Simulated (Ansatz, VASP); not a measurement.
## SnSe2: VASP beside Ansatz

Contents of INCAR:

```
PREC = Accurate
ENCUT = 520
EDIFF = 1E-7
ISMEAR = 0
SIGMA = 0.05
LREAL = F
LASPH = T
NELM = 100
ALGO = Normal
ISIF = 2
LWAVE = F
LCHARG = F
GGA = PE
NBANDS = 20
```

File KPOINTS:

```
Automatic mesh
0
Gamma
  12 12 4
```

File POSCAR:

```
SnSe2
1.0
    3.6975182104      0.0000000000      0.0000000000
   -1.8487591052      3.2021447011      0.0000000000
    0.0000000000      0.0000000000      6.9880221146
Sn Se
1 2
Direct
    0.0000000000      0.0000000000      0.0000000000
    0.3333333333      0.6666666667      0.2281493097
    0.6666666667      0.3333333333      0.7718506903
```

Input for Ansatz:

```yaml
crystal:
  lattice:
    - [3.6975182104, 0.0, 0.0]
    - [-1.8487591052, 3.2021447011, 0.0]
    - [0.0, 0.0, 6.9880221146]
  atoms:
    - { symbol: Sn, position: [0.0, 0.0, 0.0] }
    - { symbol: Se, position: [0.3333333333, 0.6666666667, 0.2281493097] }
    - { symbol: Se, position: [0.6666666667, 0.3333333333, 0.7718506903] }
basis:
  ecutwfc: 420
kpoints:
  mp_grid: { grid: [12, 12, 4] }
hamiltonian:
  xc: pbe
scf:
  occupations: { method: gaussian, width: 0.05 }
output:
  forces: true
  stress: true
  eigenvalues: true
```

Change from the starting cell: strain -0.0450 x Voigt [1, 1, 0, 0, 0, 0], atoms carried along.

Alike in both runs: task single point; functional PBE; k mesh 12 × 12 × 4; occupations gaussian, width 0.05 eV; no spin polarisation.

```csv
,VASP,Ansatz
version,VASP 6.6.1,Ansatz 0.2.0
potentials or method,"VASP PAW PBE potentials, release 64 (Sn_d, Se), cutoff 520 eV","scalar-relativistic, plane waves, PAW"
valence electrons in the cell,26,46
```

|  | VASP | Ansatz | Ansatz less VASP |
| --- | --- | --- | --- |
| gap on the k mesh at the Fermi level (eV) | 0.61 | 0.61 | +0.003 |
| least direct gap on the mesh (eV) | 1.13 | 1.13 | +0.003 |
| pressure (GPa) | 6.3 | 6.2 | -0.08 |
| traceless stress, the component that is largest in VASP (GPa) | -2.31 | -2.33 | -0.019 |
| rms of the force components (eV/Å) | 0.293 | 0.284 | -0.0090 |

Atom by atom the forces differ by 0.009 eV/Å (rms over components). With one functional, cell and mesh, what is left measures potentials, basis and numerics. VASP's potentials hold 26 valence electrons a cell and Ansatz's 46, so a difference there can come from the potentials and not from the codes.
